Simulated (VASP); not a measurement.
# SnO2 (Fm-3m) in VASP: settings compared

The runs below take SnO2 through single point, with PBE, PBEsol.

Program: VASP 6.6.1. These are calculated values, not measurements. Logs are shortened: lines on timing, memory, paths and dates and some standing lists are left out, and cuts for length are marked.

### 1 The cell of the first run

It takes space group Fm-3m (No. 225, cubic). The conventional cell has a = 5.067 Å, b = 5.067 Å, c = 5.067 Å, α = 90.00°, β = 90.00°, γ = 90.00°. Within 2.9 Å of Sn (site symmetry m-3m) lie 8 O at 2.19 Å. O (site symmetry -43m) has 4 Sn at 2.19 Å and 6 O at 2.53 Å within 2.9 Å.

### 2 Single point, PBE

File INCAR:

```
SYSTEM = SnO2
PREC = Accurate ; ENCUT = 520
EDIFF = 1E-6 ; ISMEAR = 0
SIGMA = 0.01 ; LREAL = .FALSE.
LASPH = .TRUE. ; NELM = 80
ALGO = Normal ; ISIF = 2
LWAVE = .FALSE. ; LCHARG = .FALSE.
GGA = PE ; NBANDS = 20
```

File KPOINTS:

```
Automatic mesh
0
G
  6 6 6
  0 0 0
```

File POSCAR:

```
SnO2
1.0
    0.0000000000      2.5334672578      2.5334672578
    2.5334672578      0.0000000000      2.5334672578
    2.5334672578      2.5334672578      0.0000000000
Sn O
1 2
Direct
    0.0000000000      0.0000000000      0.0000000000
    0.7500000000      0.7500000000      0.7500000000
    0.2500000000      0.2500000000      0.2500000000
```

Potentials or basis: VASP PAW PBE potentials, release 64 (Sn_d, O).

Run with:

```console
$ cat potpaw_PBE.64/Sn_d/POTCAR potpaw_PBE.64/O/POTCAR > POTCAR
$ mpirun -np 1 vasp_std > vasp.out
```

OUTCAR:

```text
SYSTEM = SnO2
   PREC = Accurate
   ENCUT = 520
   EDIFF = 1E-6
   ISMEAR = 0
   LREAL = .FALSE.
   LASPH = .TRUE.
   NELM = 80
   ISIF = 2
   GGA = PE

 ion  position               nearest neighbor table
   1  0.000  0.000  0.000-   2 2.19   2 2.19   2 2.19   2 2.19   3 2.19   3 2.19   3 2.19   3 2.19

   2  0.750  0.750  0.750-   1 2.19   1 2.19   1 2.19   1 2.19
   3  0.250  0.250  0.250-   1 2.19   1 2.19   1 2.19   1 2.19

  LATTYP: Found a face centered cubic cell.
 ALAT       =     5.0669345156

  Lattice vectors:

 A1 = (   0.0000000000,   2.5334672578,   2.5334672578)
 A2 = (   2.5334672578,   0.0000000000,   2.5334672578)
 A3 = (   2.5334672578,   2.5334672578,   0.0000000000)

Analysis of symmetry for initial positions (statically):
=====================================================================
 Subroutine PRICEL returns:
 Original cell was already a primitive cell.

 Routine SETGRP: Setting up the symmetry group for a
 face centered cubic supercell.

 Subroutine GETGRP returns: Found 48 space group operations
 (whereof 48 operations were pure point group operations)
 out of a pool of 48 trial point group operations.

The static configuration has the point symmetry O_h .

Analysis of symmetry for dynamics (positions and initial velocities):
=====================================================================
 Subroutine PRICEL returns:
 Original cell was already a primitive cell.

 Routine SETGRP: Setting up the symmetry group for a
 face centered cubic supercell.

 Subroutine GETGRP returns: Found 48 space group operations
 (whereof 48 operations were pure point group operations)
 out of a pool of 48 trial point group operations.

The dynamic configuration has the point symmetry O_h .

 Subroutine INISYM returns: Found 48 space group operations
 (whereof 48 operations are pure point group operations),
 and found     1 'primitive' translations

----------------------------------------------------------------------------------------

                                     Primitive cell

  volume of cell :      32.5219

  direct lattice vectors                    reciprocal lattice vectors
     0.000000000  2.533467258  2.533467258    -0.197357988  0.197357988  0.197357988
     2.533467258  0.000000000  2.533467258     0.197357988 -0.197357988  0.197357988
     2.533467258  2.533467258  0.000000000     0.197357988  0.197357988 -0.197357988

  length of vectors
     3.582863756  3.582863756  3.582863756     0.341834062  0.341834062  0.341834062

  position of ions in fractional coordinates (direct lattice)
     0.000000000  0.000000000  0.000000000
     0.750000000  0.750000000  0.750000000
     0.250000000  0.250000000  0.250000000

  ion indices of the primitive-cell ions
   primitive index   ion index
                 1           1
                 2           2
                 3           3

----------------------------------------------------------------------------------------

 KPOINTS: Automatic mesh

Automatic generation of k-mesh.
 Grid dimensions read from file:
 generate k-points for:    6    6    6

 Generating k-lattice:

  Cartesian coordinates                     Fractional coordinates (reciprocal lattice)
    -0.032892998  0.032892998  0.032892998     0.166666667  0.000000000  0.000000000
     0.032892998 -0.032892998  0.032892998     0.000000000  0.166666667  0.000000000
     0.032892998  0.032892998 -0.032892998     0.000000000  0.000000000  0.166666667

  Length of vectors
     0.056972344  0.056972344  0.056972344

  Shift w.r.t. Gamma in fractional coordinates (k-lattice)
     0.000000000  0.000000000  0.000000000

 Subroutine IBZKPT returns following result:
 ===========================================

 Found     16 irreducible k-points:

 Following reciprocal coordinates:
            Coordinates               Weight
  0.000000  0.000000  0.000000      1.000000
  0.166667  0.000000  0.000000      8.000000
  0.333333  0.000000  0.000000      8.000000
  0.500000  0.000000  0.000000      4.000000
  0.166667  0.166667  0.000000      6.000000
  0.333333  0.166667  0.000000     24.000000
[... 8 lines left out ...]
 -0.333333  0.333333  0.166667     24.000000
 -0.333333  0.500000  0.166667     12.000000
   k-points           NKPTS =     16   k-points in BZ     NKDIM =     16   number of bands    NBANDS=     20
   number of dos      NEDOS =    301   number of ions     NIONS =      3
   total plane-waves  NPLWV =  21952
   dimension x,y,z NGX =    28 NGY =   28 NGZ =   28
   dimension x,y,z NGXF=    56 NGYF=   56 NGZF=   56
   ions per type =               1   2
   NGX,Y,Z   is equivalent  to a cutoff of  12.99, 12.99, 12.99 a.u.
   NGXF,Y,Z  is equivalent  to a cutoff of  25.98, 25.98, 25.98 a.u.
 SYSTEM =  SnO2
   PREC   = accura    normal or accurate (medium, high low for compatibility)
   ISTART =      0    job   : 0-new  1-cont  2-samecut
   ICHARG =      2    charge: 1-file 2-atom 10-const
   ISPIN  =      1    spin polarized calculation?
   LNONCOLLINEAR =      F non collinear calculations
   LSORBIT =      F    spin-orbit coupling
   LASPH  =      T    aspherical Exc in radial PAW
   ENCUT  =  520.0 eV  38.22 Ry    6.18 a.u.   6.66  6.66  6.66*2*pi/ulx,y,z
   NELM   =     80;   NELMIN=  2; NELMDL= -5     # of ELM steps
   EDIFF  = 0.1E-05   stopping-criterion for ELM
   LREAL  =      F    real-space projection
[... 7 lines left out ...]
   TEBEG  =    0.0;   TEEND  =   0.0 temperature during run
   PSTRESS=    0.0 pullay stress
   NELECT =      26.0000    total number of electrons
   NUPDOWN=      -1.0000    fix difference up-down
   EMIN   =  10.00;   EMAX   =-10.00  energy-range for DOS
   EFERMI =   0.00;   METHOD = LEGACY
   ISMEAR =     0;   SIGMA  =   0.01  broadening in eV -4-tet -1-fermi 0-gaus
   EFERMI_NEDOS =   21; number of points for ismear=-14 and -15
   IALGO  =     38    algorithm
   IMIX   =      4    mixing-type and parameters
     AMIX     =   0.40;   BMIX     =  1.00
     AMIX_MAG =   1.60;   BMIX_MAG =  1.00
  volume/ion in A,a.u.               =      10.84        73.16
  Fermi-wavevector in a.u.,A,eV,Ry     =   1.519407  2.871262 31.410358  2.308596
  Thomas-Fermi vector in A             =   2.628397
   LORBIT       =      0    0 simple, 1 ext, 2 COOP (PROOUT), +10 PAW based schemes
   GGA     = PE    functional components
   LHFCALC =     F    Hartree Fock is set to
   AEXX    =    0.0000 exact exchange contribution
   IVDW    =     0    specifies the selected vdW correction
   LEPSILON=     F    determine dielectric tensor
   LRPA    =     F    only Hartree local field effects (RPA)
 non-spin polarized calculation
 Gauss-broadening in eV      SIGMA  =   0.01
  energy-cutoff  :      520.00
  volume of cell :       32.52
 maximum number of plane-waves:       899
 NGX is ok and might be reduce to    28
   NGX = 13   NGY = 13   NGZ = 13

 number of electron      25.9999988 magnetization

 Free energy of the ion-electron system (eV)
  ---------------------------------------------------
  ext. energy  EPLUGINS =         0.00000000
  ---------------------------------------------------
  free energy    TOTEN  =       -17.86580991 eV

  energy without entropy =      -17.86580991  energy(sigma->0) =      -17.86580991

 E-fermi :   8.0762     XC(G=0): -11.9232

 val. band max:        8.0200169109   @ k =  -0.3333   0.5000   0.1667
 cond. band min:       8.3179331938   @ k =   0.0000   0.0000   0.0000
 fundamental gap:      0.2979162829
 Fermi energy:         8.0761664375

 k-point     1 :       0.0000    0.0000    0.0000
  band No.  band energies     occupation
      1     -12.5282      2.00000
      2     -12.5282      2.00000
      3     -12.5282      2.00000
      4     -12.3703      2.00000
      5     -12.3703      2.00000
      6     -11.6953      2.00000
[... 12 lines left out ...]
     19      23.3673      0.00000
     20      23.3673      0.00000

 k-point     2 :       0.1667    0.0000    0.0000
  band No.  band energies     occupation
      1     -12.6495      2.00000
      2     -12.5076      2.00000
      3     -12.5076      2.00000
      4     -12.3701      2.00000
      5     -12.3701      2.00000
      6     -11.3908      2.00000
[... 12 lines left out ...]
     19      23.4489      0.00000
     20      23.4489      0.00000

 k-point     3 :       0.3333    0.0000    0.0000
  band No.  band energies     occupation
      1     -12.9095      2.00000
      2     -12.4829      2.00000
      3     -12.4829      2.00000
      4     -12.3522      2.00000
      5     -12.3522      2.00000
      6     -10.4817      2.00000
[... 12 lines left out ...]
     19      23.5581      0.00000
     20      24.3721      0.00000

 k-point     4 :       0.5000    0.0000    0.0000
  band No.  band energies     occupation
      1     -13.0343      2.00000
      2     -12.4798      2.00000
      3     -12.4798      2.00000
      4     -12.3337      2.00000
      5     -12.3337      2.00000
      6      -9.5361      2.00000
[... 12 lines left out ...]
     19      23.4587      0.00000
     20      23.7543      0.00000

 k-point     5 :       0.1667    0.1667    0.0000
  band No.  band energies     occupation
      1     -12.6884      2.00000
      2     -12.4866      2.00000
      3     -12.4866      2.00000
      4     -12.3881      2.00000
      5     -12.3586      2.00000
      6     -11.3304      2.00000
[... 12 lines left out ...]
     19      23.6945      0.00000
     20      24.5700      0.00000
[... 169 lines left out ...]
      6      -9.9054      2.00000
[... 12 lines left out ...]
     19      25.2757      0.00000
     20      25.8486      0.00000

 k-point    14 :       0.5000    0.3333    0.1667
  band No.  band energies     occupation
      1     -12.9007      2.00000
      2     -12.6207      2.00000
      3     -12.4081      2.00000
      4     -12.4045      2.00000
      5     -12.3498      2.00000
      6      -9.8910      2.00000
[... 12 lines left out ...]
     19      24.2776      0.00000
     20      27.0205      0.00000

 k-point    15 :      -0.3333    0.3333    0.1667
  band No.  band energies     occupation
      1     -12.8737      2.00000
      2     -12.7414      2.00000
      3     -12.4051      2.00000
      4     -12.3922      2.00000
      5     -12.3477      2.00000
      6      -8.9363      2.00000
[... 12 lines left out ...]
     19      24.3489      0.00000
     20      27.1545      0.00000

 k-point    16 :      -0.3333    0.5000    0.1667
  band No.  band energies     occupation
      1     -12.9870      2.00000
      2     -12.6236      2.00000
      3     -12.4268      2.00000
      4     -12.3549      2.00000
      5     -12.3434      2.00000
      6      -9.3091      2.00000
[... 12 lines left out ...]
     19      25.3693      0.00000
     20      26.1610      0.00000

------------------------ aborting loop because EDIFF is reached ----------------------------------------

  FORCE on cell =-STRESS in cart. coord.  units (eV):
  Direction    XX          YY          ZZ          XY          YZ          ZX
  --------------------------------------------------------------------------------------
  -------------------------------------------------------------------------------------
  Total        2.0223629      2.0223629      2.0223629      0.0000000      0.0000000      0.0000000
  in kB       99.6308411     99.6308411     99.6308411      0.0000000      0.0000000      0.0000000
  external PRESSURE =      99.6308411 kB  Pullay stress =       0.0000000 kB

 VOLUME and BASIS-vectors are now :
 -----------------------------------------------------------------------------
  energy-cutoff  :      520.00
  volume of cell :       32.52
      direct lattice vectors                 reciprocal lattice vectors
     0.000000000  2.533467258  2.533467258    -0.197357988  0.197357988  0.197357988
     2.533467258  0.000000000  2.533467258     0.197357988 -0.197357988  0.197357988
     2.533467258  2.533467258  0.000000000     0.197357988  0.197357988 -0.197357988

 POSITION                                       TOTAL-FORCE (eV/Angst)
 -----------------------------------------------------------------------------------
      0.00000      0.00000      0.00000        -0.000000     -0.000000      0.000000
      3.80020      3.80020      3.80020        -0.000000     -0.000000     -0.000000
      1.26673      1.26673      1.26673         0.000000      0.000000      0.000000
 -----------------------------------------------------------------------------------
    total drift:                               -0.000000     -0.000000      0.000000

  FREE ENERGIE OF THE ION-ELECTRON SYSTEM (eV)
  ---------------------------------------------------
  free  energy   TOTEN  =       -17.8658099117 eV

  energy  without entropy=      -17.8658099117  energy(sigma->0) =      -17.86580991
```

It took 8.6 s on 1 thread of Intel Xeon Platinum 8488C (Sapphire Rapids), shared host; peak memory 0.15 GiB.

What came out:

- Free energy: -17.8658 eV
- Pressure: 10.0 GPa
- Band gap on the k mesh: 0.30 eV, indirect (least direct gap 1.68 eV)

Caveat: spin-orbit coupling is left out, which moves the levels of the heavy elements. A k mesh can miss the band edges.

### 3 Single point, PBE

File INCAR:

```
PREC = Accurate
ENCUT = 520
EDIFF = 1E-6
ISMEAR = -1
SIGMA = 0.02
LREAL = F
LASPH = T
NELM = 80
ALGO = Normal
ISIF = 2
LWAVE = F
LCHARG = F
GGA = PE
NBANDS = 20
```

File KPOINTS:

```
Automatic mesh
0
Gamma
  8 8 8
```

POSCAR is that of step 2.

Potentials or basis: VASP PAW PBE potentials, release 64 (Sn_d, O).

Run with:

```console
$ cat potpaw_PBE.64/Sn_d/POTCAR potpaw_PBE.64/O/POTCAR > POTCAR
$ mpirun -np 1 vasp_std > vasp.out
```

Wall time 16 s (1 thread of Intel Xeon Platinum 8488C (Sapphire Rapids), shared host); peak memory 0.16 GiB.

The run converged. Its results:

```yaml
Free_energy: -17.8669 eV
Pressure: 10.0 GPa
Band_gap_on_the_k_mesh: 0.28 eV, indirect (least direct gap 1.68 eV)
```

Levels at points of the mesh, in eV from the valence-band top:
| k point | band 9 | band 10 | band 11 | band 12 | band 13 | band 14 | band 15 | band 16 | band 17 | band 18 |
| --- | --- | --- | --- | --- | --- | --- | --- | --- | --- | --- |
| (0.00, 0.00, 0.00) | -2.93 | -2.93 | -1.40 | -1.40 | -1.40 | 0.28 | 7.13 | 7.13 | 7.13 | 13.52 |
| (0.50, 0.00, 0.00) | -3.92 | -3.43 | -3.43 | -2.14 | -2.14 | 4.91 | 8.05 | 10.46 | 10.46 | 15.42 |
| (0.50, 0.50, 0.00) | -5.57 | -5.57 | -0.20 | -0.20 | -0.12 | 3.30 | 7.26 | 9.95 | 12.32 | 12.32 |

Caveat: spin-orbit coupling is left out, which moves the levels of the heavy elements.

(Part 1 of 2 ends here.)
